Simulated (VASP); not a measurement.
Input of a VASP 6.6.1 run:

Contents of INCAR:

```
ALGO = Normal
EDIFF = 1E-7
ENCUT = 520
GGA = PS
ISIF = 2
ISMEAR = 0
LASPH = True
LCHARG = False
LREAL = False
LWAVE = False
NBANDS = 28
NELM = 100
PREC = Accurate
SIGMA = 0.02
```

KPOINTS

```
k-points
0
Gamma
  8 8 6
```

The input POSCAR:

```
PbS
1.0
    2.0349009196     -5.7683607087      0.0000000000
    2.0349009196      5.7683607087      0.0000000000
    0.0000000000      0.0000000000      4.1248374541
Pb S
2 2
Direct
    0.9029575717      0.0970424283      0.7500000000
    0.1321089495      0.8678910505      0.2500000000
    0.6280485301      0.3719514699      0.7500000000
    0.3368849488      0.6631150512      0.2500000000
```

Potentials or basis: VASP PAW PBE potentials, release 64 (Pb_d, S).

Command:

```console
$ cat potpaw_PBE.64/Pb_d/POTCAR potpaw_PBE.64/S/POTCAR > POTCAR
$ mpirun -np 1 vasp_std > vasp.out
```

Q: What does it give for the largest force?

A: 2.655 eV/Å.

Q: What does it give for the pressure?

A: 3.5 GPa.

Q: Estimate the band gap on the k mesh.

A: 0.44 eV, indirect (least direct gap 0.65 eV).

Stress tensor (GPa, compression positive):
```
0.27 0.00 0.00
0.00 7.99 0.00
0.00 0.00 2.15
```

Caveat: the cell differs from its parent crystal (strained and its atoms moved); the PAW data sets were made with another functional, which shifts forces and pressure a little; spin-orbit coupling is left out, which moves the levels of the heavy elements. A k mesh can miss the band edges.
